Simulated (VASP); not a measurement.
# Al2O5 (Pmmn) in VASP: relaxation of cell and atoms with PBE

Aim: the relaxation of cell and atoms of Al2O5 with PBE.

Program: VASP 6.6.1. These are calculated values, not measurements. Logs are shortened: lines on timing, memory, paths and dates and some standing lists are left out, and cuts for length are marked.

**1. The cell of the first run**

It takes space group Pmmn (No. 59, orthorhombic). Conventional cell: a = 3.300 Å, b = 10.800 Å, c = 4.100 Å, α = 90.00°, β = 90.00°, γ = 90.00°. Al (site symmetry m) has 5 O at 1.48 to 1.89 Å within 2.0 Å. Within 2.0 Å of O (site symmetry m) lie 1 Al at 1.48 Å. O (site symmetry mm2) has 2 Al at 1.67 Å within 2.2 Å. Within 2.3 Å of O (site symmetry m) lie 3 Al at 1.74 to 1.89 Å and 2 O at 2.22 Å.

**2. Relaxation of cell and atoms, PBE**

INCAR

```
PREC = Accurate
ENCUT = 600
EDIFF = 1E-6
ISMEAR = 0
SIGMA = 0.2
LREAL = F
LASPH = T
NELM = 80
ALGO = Normal
ISIF = 3
LWAVE = F
LCHARG = F
GGA = PE
IBRION = 2
NSW = 36
EDIFFG = -0.08
```

KPOINTS

```
Automatic mesh
0
Gamma
  5 2 4
```

POSCAR

```
Al2O5
1.0
    3.3000000000      0.0000000000      0.0000000000
    0.0000000000     10.8000000000      0.0000000000
    0.0000000000      0.0000000000      4.1000000000
Al O
4 10
Direct
    0.5000000000      0.3512000000      0.8917000000
    0.5000000000      0.6488000000      0.8917000000
    0.0000000000      0.8512000000      0.1083000000
    0.0000000000      0.1488000000      0.1083000000
    0.5000000000      0.3543000000      0.5310000000
    0.5000000000      0.6457000000      0.5310000000
    0.5000000000      0.5000000000      0.0010000000
    0.0000000000      0.3189000000      0.9970000000
    0.0000000000      0.6811000000      0.9970000000
    0.0000000000      0.8543000000      0.4690000000
    0.0000000000      0.1457000000      0.4690000000
    0.0000000000      0.0000000000      0.9990000000
    0.5000000000      0.8189000000      0.0030000000
    0.5000000000      0.1811000000      0.0030000000
```

Potentials or basis: VASP PAW PBE potentials, release 64 (Al, O).

The run is started by

```console
> cat potpaw_PBE.64/Al/POTCAR potpaw_PBE.64/O/POTCAR > POTCAR
> mpirun -np 1 vasp_std > vasp.out
```

OUTCAR:

```text
PREC = Accurate
   ENCUT = 600
   EDIFF = 1E-6
   ISMEAR = 0
   LREAL = F
   LASPH = T
   NELM = 80
   ISIF = 3
   GGA = PE
   IBRION = 2
   NSW = 36
   EDIFFG = -0.08

 ion  position               nearest neighbor table
   1  0.500  0.351  0.892-   5 1.48   7 1.67   8 1.74   8 1.74  14 1.89   5 2.62   4 2.88   4 2.88
                             2 3.21
   2  0.500  0.649  0.892-   6 1.48   7 1.67   9 1.74   9 1.74  13 1.89   6 2.62   3 2.88   3 2.88
                             1 3.21
   3  0.000  0.851  0.108-  10 1.48  12 1.67  13 1.74  13 1.74   9 1.89  10 2.62   2 2.88   2 2.88
                             4 3.21
   4  0.000  0.149  0.108-  11 1.48  12 1.67  14 1.74  14 1.74   8 1.89  11 2.62   1 2.88   1 2.88
                             3 3.21
   5  0.500  0.354  0.531-   1 1.48   1 2.62
   6  0.500  0.646  0.531-   2 1.48   2 2.62
   7  0.500  0.500  0.001-   1 1.67   2 1.67
   8  0.000  0.319  0.997-   1 1.74   1 1.74   4 1.89
   9  0.000  0.681  0.997-   2 1.74   2 1.74   3 1.89
  10  0.000  0.854  0.469-   3 1.48   3 2.62
  11  0.000  0.146  0.469-   4 1.48   4 2.62
  12  0.000  0.000  0.999-   3 1.67   4 1.67
  13  0.500  0.819  0.003-   3 1.74   3 1.74   2 1.89
  14  0.500  0.181  0.003-   4 1.74   4 1.74   1 1.89

  LATTYP: Found a simple orthorhombic cell.
 ALAT       =     3.3000000000
 B/A-ratio  =     1.2424242424
 C/A-ratio  =     3.2727272727

  Lattice vectors:

 A1 = (  -3.3000000000,   0.0000000000,   0.0000000000)
 A2 = (   0.0000000000,   0.0000000000,   4.1000000000)
 A3 = (   0.0000000000,  10.8000000000,   0.0000000000)

Analysis of symmetry for initial positions (statically):
=====================================================================
 Subroutine PRICEL returns:
 Original cell was already a primitive cell.

 Routine SETGRP: Setting up the symmetry group for a
 simple orthorhombic supercell.

 Subroutine GETGRP returns: Found  8 space group operations
 (whereof  4 operations were pure point group operations)
 out of a pool of  8 trial point group operations.

The static configuration has the point symmetry C_2v.
 The point group associated with its full space group is D_2h.

Analysis of symmetry for dynamics (positions and initial velocities):
=====================================================================
 Subroutine PRICEL returns:
 Original cell was already a primitive cell.

 Routine SETGRP: Setting up the symmetry group for a
 simple orthorhombic supercell.

 Subroutine GETGRP returns: Found  8 space group operations
 (whereof  4 operations were pure point group operations)
 out of a pool of  8 trial point group operations.

The dynamic configuration has the point symmetry C_2v.
[... 101 lines left out ...]
   total plane-waves  NPLWV =  90720
   dimension x,y,z NGX =    28 NGY =   90 NGZ =   36
   dimension x,y,z NGXF=    56 NGYF=  180 NGZF=   72
   ions per type =               4  10
   NGX,Y,Z   is equivalent  to a cutoff of  14.11, 13.85, 14.60 a.u.
   NGXF,Y,Z  is equivalent  to a cutoff of  28.21, 27.71, 29.19 a.u.
 SYSTEM =  unknown system
   PREC   = accura    normal or accurate (medium, high low for compatibility)
   ISTART =      0    job   : 0-new  1-cont  2-samecut
   ICHARG =      2    charge: 1-file 2-atom 10-const
   ISPIN  =      1    spin polarized calculation?
   LNONCOLLINEAR =      F non collinear calculations
   LSORBIT =      F    spin-orbit coupling
   LASPH  =      T    aspherical Exc in radial PAW
   ENCUT  =  600.0 eV  44.10 Ry    6.64 a.u.   6.59 21.57  8.19*2*pi/ulx,y,z
   NELM   =     80;   NELMIN=  2; NELMDL= -5     # of ELM steps
   EDIFF  = 0.1E-05   stopping-criterion for ELM
   LREAL  =      F    real-space projection
   EDIFFG = -.8E-01   stopping-criterion for IOM
   NSW    =     36    number of steps for IOM
   IBRION =      2    ionic relax: 0-MD 1-quasi-New 2-CG
   NFREE  =      1    steps in history (QN), initial steepest desc. (CG)
   ISIF   =      3    stress and relaxation
   ISYM   =      2    0-nonsym 1-usesym 2-fastsym
   POTIM  = 0.5000    time-step for ionic-motion
   TEBEG  =    0.0;   TEEND  =   0.0 temperature during run
   PSTRESS=    0.0 pullay stress
   NELECT =      72.0000    total number of electrons
   NUPDOWN=      -1.0000    fix difference up-down
   EMIN   =  10.00;   EMAX   =-10.00  energy-range for DOS
   EFERMI =   0.00;   METHOD = LEGACY
   ISMEAR =     0;   SIGMA  =   0.20  broadening in eV -4-tet -1-fermi 0-gaus
   EFERMI_NEDOS =   21; number of points for ismear=-14 and -15
   IALGO  =     38    algorithm
   IMIX   =      4    mixing-type and parameters
     AMIX     =   0.40;   BMIX     =  1.00
     AMIX_MAG =   1.60;   BMIX_MAG =  1.00
  volume/ion in A,a.u.               =      10.44        70.44
  Fermi-wavevector in a.u.,A,eV,Ry     =   1.293040  2.443490 22.748279  1.671951
  Thomas-Fermi vector in A             =   2.424710
   LORBIT       =      0    0 simple, 1 ext, 2 COOP (PROOUT), +10 PAW based schemes
   GGA     = PE    functional components
   LHFCALC =     F    Hartree Fock is set to
   AEXX    =    0.0000 exact exchange contribution
   IVDW    =     0    specifies the selected vdW correction
   LEPSILON=     F    determine dielectric tensor
   LRPA    =     F    only Hartree local field effects (RPA)
 conjugate gradient relaxation of ions
 non-spin polarized calculation
 Gauss-broadening in eV      SIGMA  =   0.20
  energy-cutoff  :      600.00
  volume of cell :      146.12
 maximum number of plane-waves:      4924
 NGX is ok and might be reduce to    28
   NGX = 13   NGY = 43   NGZ = 17

--------------------------------------- Ionic step        1  -------------------------------------------

 number of electron      72.0000013 magnetization

 Free energy of the ion-electron system (eV)
  ---------------------------------------------------
  ext. energy  EPLUGINS =         0.00000000
  ---------------------------------------------------
  free energy    TOTEN  =       -72.84725487 eV

  energy without entropy =      -72.42127545  energy(sigma->0) =      -72.63426516

 E-fermi :   1.4991     XC(G=0): -10.0770

 val. band max:        1.4986952649   @ k =   0.4000   0.0000   0.2500
 cond. band min:       1.5099600130   @ k =   0.0000   0.5000   0.0000
 fundamental gap:      0.0112647481
 Fermi energy:         1.4990859345
[... 2690 lines left out ...]
     43      10.8639      0.00000
     44      10.8639      0.00000

[... ionic steps 4 to 21 ...]

--------------------------------------- Ionic step       22  -------------------------------------------

 number of electron      71.9999979 magnetization

------------------------ aborting loop because EDIFF is reached ----------------------------------------
[... 91 lines left out ...]
--------------------------------------- Ionic step       24  -------------------------------------------

 number of electron      71.9999980 magnetization

 Free energy of the ion-electron system (eV)
  ---------------------------------------------------
  ext. energy  EPLUGINS =         0.00000000
  ---------------------------------------------------
  free energy    TOTEN  =       -84.66644518 eV

  energy without entropy =      -84.33300189  energy(sigma->0) =      -84.49972354

 E-fermi :   1.0503     XC(G=0):  -9.6954

 val. band max:        1.0466184643   @ k =   0.2000   0.0000   0.0000
 cond. band min:       1.0525604389   @ k =   0.2000   0.5000   0.2500
 fundamental gap:      0.0059419746
 Fermi energy:         1.0502842791
[... 885 lines left out ...]
  FREE ENERGIE OF THE ION-ELECTRON SYSTEM (eV)
  ---------------------------------------------------
  free  energy   TOTEN  =       -84.6664451794 eV

  energy  without entropy=      -84.3330018923  energy(sigma->0) =      -84.49972354

 reached required accuracy - stopping structural energy minimisation
```

OSZICAR:

```text
N       E                     dE             d eps       ncg     rms          rms(c)
DAV:   1     0.476120008913E+03    0.47612E+03   -0.42390E+04  1584   0.173E+03
[... 339 lines left out ...]
DAV:   2    -0.846667868881E+02   -0.11825E-02   -0.12219E-02  1704   0.579E-01    0.171E-01
DAV:   3    -0.846665054899E+02    0.28140E-03   -0.10367E-03  1952   0.167E-01    0.865E-02
DAV:   4    -0.846664898012E+02    0.15689E-04   -0.32280E-04  1784   0.777E-02    0.764E-02
DAV:   5    -0.846664524269E+02    0.37374E-04   -0.19232E-04  1876   0.682E-02    0.487E-02
DAV:   6    -0.846664431976E+02    0.92293E-05   -0.64135E-05  1640   0.488E-02    0.821E-03
DAV:   7    -0.846664449355E+02   -0.17379E-05   -0.11792E-05  1724   0.181E-02    0.323E-03
DAV:   8    -0.846664451794E+02   -0.24395E-06   -0.26416E-07   936   0.357E-03
  24 F= -.84666445E+02 E0= -.84499724E+02  d E =-.148065E-02
```

CONTCAR:

```text
Al2O5
   1.00000000000000
     3.7067542005735330    0.0000000000000000    0.0000000000000000
     0.0000000000000000   11.9155689372489526    0.0000000000000000
     0.0000000000000000    0.0000000000000000    3.6351838076989211
  Al              O
     4    10
Direct
     0.5000000000000000    0.3485264107057641    0.9757081949778894
[... 17 lines left out ...]
  0.00000000E+00  0.00000000E+00  0.00000000E+00
  0.00000000E+00  0.00000000E+00  0.00000000E+00
  0.00000000E+00  0.00000000E+00  0.00000000E+00
  0.00000000E+00  0.00000000E+00  0.00000000E+00
  0.00000000E+00  0.00000000E+00  0.00000000E+00
  0.00000000E+00  0.00000000E+00  0.00000000E+00
  0.00000000E+00  0.00000000E+00  0.00000000E+00
  0.00000000E+00  0.00000000E+00  0.00000000E+00
  0.00000000E+00  0.00000000E+00  0.00000000E+00
  0.00000000E+00  0.00000000E+00  0.00000000E+00
  0.00000000E+00  0.00000000E+00  0.00000000E+00
```

Run time: 36 min. Hardware: 1 thread of Intel Xeon Platinum 8559C (Emerald Rapids), shared host; peak memory 0.36 GiB.

Results:

| Quantity | Value |
| --- | --- |
| Free energy | -84.6664 eV |
| Relaxed volume | 11.47 Å³/atom |
| Relaxed cell | a = 3.707 Å, b = 11.916 Å, c = 3.635 Å, α = 90.00°, β = 90.00°, γ = 90.00° |
| Space group after relaxing (to 0.1 Å) | Pmmn (No. 59) |
| Energy gained by relaxing | 844.2 meV/atom |
| Ionic steps | 24 |
| Pressure after relaxing | 0.1 GPa |
| Largest force after relaxing | 0.065 eV/Å |
| Band gap on the k mesh | zero (bands 36 and 37 overlap by 0.74 eV) |

Forces in eV/Å, atoms in the order of the input:
```
Al   0.000 -0.061 -0.021
Al   0.000  0.061 -0.021
Al   0.000 -0.061  0.021
Al   0.000  0.061  0.021
O    0.000  0.047 -0.010
O    0.000 -0.047 -0.010
O    0.000  0.000  0.005
O    0.000 -0.013  0.008
O    0.000  0.013  0.008
O    0.000  0.047  0.010
O    0.000 -0.047  0.010
O    0.000  0.000 -0.005
O    0.000 -0.013 -0.008
O    0.000  0.013 -0.008
```

Stress tensor (GPa, compression positive):
```
-0.20  0.00  0.00
 0.00  0.22  0.00
 0.00  0.00  0.42
```

The path:
```tsv
step	energy change (eV)	largest force (eV/Å)	pressure (GPa)	volume (Å³)
1	0.0000	12.8939	51.87	146.12
2	-5.8389	1.3759	-9.72	228.74
3	-6.0037	1.6270	-9.58	223.68
4	-6.0677	1.7893	-9.39	220.46
5	-6.1506	1.9842	-8.39	210.62
6	-6.7812	0.8090	0.78	176.56
7	-7.3518	0.9828	11.38	160.90
8	-9.0516	0.5970	-10.52	181.21
9	-9.0720	0.5326	-8.56	178.60
10	-10.4257	1.6127	-5.90	170.13
11	-10.8259	2.8253	-2.03	164.53
12	-11.4833	1.6755	0.93	159.69
13	-11.5304	0.9245	2.91	157.79
14	-11.5343	1.0940	2.46	158.17
15	-11.6763	0.4962	0.32	160.02
16	-11.7046	0.4370	-1.02	161.40
17	-11.7304	0.3905	-0.55	160.93
18	-11.7760	0.2528	0.91	159.54
19	-11.7810	0.1906	1.61	158.89
20	-11.8055	0.1094	0.70	159.93
21	-11.8146	0.1013	-0.26	161.07
22	-11.8169	0.0844	-0.08	160.85
23	-11.8177	0.0863	0.19	160.55
24	-11.8192	0.0645	0.15	160.56
```

Final structure:
```
Al O
1.0
     3.70675    0.00000    0.00000
     0.00000   11.91557    0.00000
     0.00000    0.00000    3.63518
Al O
4 10
Direct
  0.50000 0.34853 0.97571
  0.50000 0.65147 0.97571
  0.00000 0.84853 0.02429
  0.00000 0.15147 0.02429
  0.50000 0.35140 0.47509
  0.50000 0.64860 0.47509
  0.50000 0.50000 0.96557
  0.00000 0.31912 0.98209
  0.00000 0.68088 0.98209
  0.00000 0.85140 0.52491
  0.00000 0.14860 0.52491
  0.00000 0.00000 0.03443
  0.50000 0.81912 0.01791
  0.50000 0.18088 0.01791
```

Levels at points of the mesh, in eV from the Fermi level:
```csv
k point,band 33,band 34,band 35,band 36,band 37,band 38,band 39,band 40
"(0.00, 0.00, 0.00)",-0.33,-0.24,-0.23,-0.20,0.10,0.10,0.11,0.11
"(0.00, 0.50, 0.00)",-0.23,-0.23,-0.22,-0.22,0.01,0.01,0.10,0.10
"(0.00, 0.00, 0.50)",-0.67,-0.64,-0.52,-0.41,-0.39,-0.30,0.59,0.62
"(0.00, 0.50, 0.50)",-0.64,-0.64,-0.41,-0.41,-0.40,-0.40,0.61,0.61
```

Caveat: the k points lie up to 0.43 Å⁻¹ apart in the final cell, too coarse for converged energies and pressures of a metal; the relaxation stopped at a loose force limit of 0.08 eV/Å, so its end isn't a converged minimum.
